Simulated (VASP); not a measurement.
Set up this calculation in VASP 6.6.1, as the native input.

| Item | Value |
| --- | --- |
| Task | single point |
| Functional | PBEsol |
| Potentials or basis | VASP PAW PBE potentials, release 64 (Bi_d) |
| Cutoff | 520 eV |
| k mesh | 14 × 14 × 8 |
| Occupations | gaussian, width 0.1 eV |
| Spin | no spin polarisation |
| Dipole correction | no |
| Further INCAR settings | ALGO = Fast; EDIFF = 1e-07; NBANDS = 22 |

The structure of Bi lies in POSCAR:

```
Bi
1.0
    3.2843448318      0.0000000000      0.0002855387
    0.0000000000      3.2472003271      0.0000000000
   -0.0136842689      0.0000000000      6.1208308742
Bi
2
Direct
    0.3552207896      0.0000000000      0.2499314875
    0.6447792104      0.0000000000      0.7500685125
```

This cell differs from its parent crystal: uniaxial strain along c: -3.0 %, then relaxed in part.

These files were run (other wordings do the same):

INCAR

```
PREC = Accurate ; ENCUT = 520
EDIFF = 1E-7 ; ISMEAR = 0
SIGMA = 0.1 ; LREAL = False
LASPH = True ; NELM = 80
ALGO = Fast ; ISIF = 2
LWAVE = False ; LCHARG = False
GGA = PS ; NBANDS = 22
```

KPOINTS

```
regular mesh
0
Gamma
  14 14 8
```

Potentials or basis: VASP PAW PBE potentials, release 64 (Bi_d).

The run is started by

```bash
$ cat potpaw_PBE.64/Bi_d/POTCAR > POTCAR
$ mpirun -np 1 vasp_std > vasp.out
```

Results of the run:

* Pressure: 0.2 GPa
* Band gap on the k mesh: zero (bands 15 and 16 overlap by 6.08 eV)

Caveat: the cell differs from its parent crystal (uniaxial strain along c: -3.0 %, then relaxed in part); the PAW data sets were made with another functional, which shifts forces and pressure a little; spin-orbit coupling is left out, which moves the levels of the heavy elements.

Run time: 11 min on 1 thread of Oxide Virtual Turin-like Processor, on a shared host, peak memory 0.54 GiB.
